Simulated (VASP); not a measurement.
Runs of VASP 6.6.1 on MgO. The structure is that of space group Fm-3m (No. 225), or close to it. The cells are those of the table. 

```tsv
cell	k mesh	smearing	gap on the mesh (eV)	pressure (GPa)
a = 2.882, b = 2.882, c = 2.930 Å, angles 60.5, 60.5, 90.0°, 2 atoms	10 × 10 × 10	gaussian 0.01 eV	(d)	5.7
a = 2.956, b = 2.956, c = 2.944 Å, angles 59.9, 59.9, 90.0°, 2 atoms	10 × 10 × 10	gaussian 0.01 eV	4.97	-1.1
a = 2.912, b = 2.912, c = 2.935 Å, angles 60.3, 60.3, 90.0°, 2 atoms	10 × 10 × 10	gaussian 0.01 eV	5.17	(c)
a = 2.970, b = 2.970, c = 2.947 Å, angles 59.7, 59.7, 90.0°, 2 atoms	10 × 10 × 10	gaussian 0.01 eV	4.89	-2.3
a = 3.000, b = 3.000, c = 2.954 Å, angles 59.5, 59.5, 90.0°, 2 atoms	10 × 10 × 10	gaussian 0.01 eV	(a)	-4.3
a = 2.941 Å, angles 60.0, 60.0, 90.0°, 2 atoms	14 × 14 × 14	fermi-dirac 0.05 eV	5.05	(b)
a = 2.926, b = 2.926, c = 2.938 Å, angles 60.1, 60.1, 90.0°, 2 atoms	10 × 10 × 10	gaussian 0.01 eV	5.11	1.3
```

Alike in all rows: task single point; level LDA; potentials or basis VASP PAW LDA potentials, release 64 (Mg_sv, O); no spin polarisation; cutoff (eV) 750.

Problem. Estimate the missing entries.

Solution. (a) 4.73; (b) 0.1; (c) 2.7; (d) 5.29.

Caveats: the cell stands under pressure (at least some runs); the cell stands under tension (at least some runs).

A k mesh can miss the band edges.
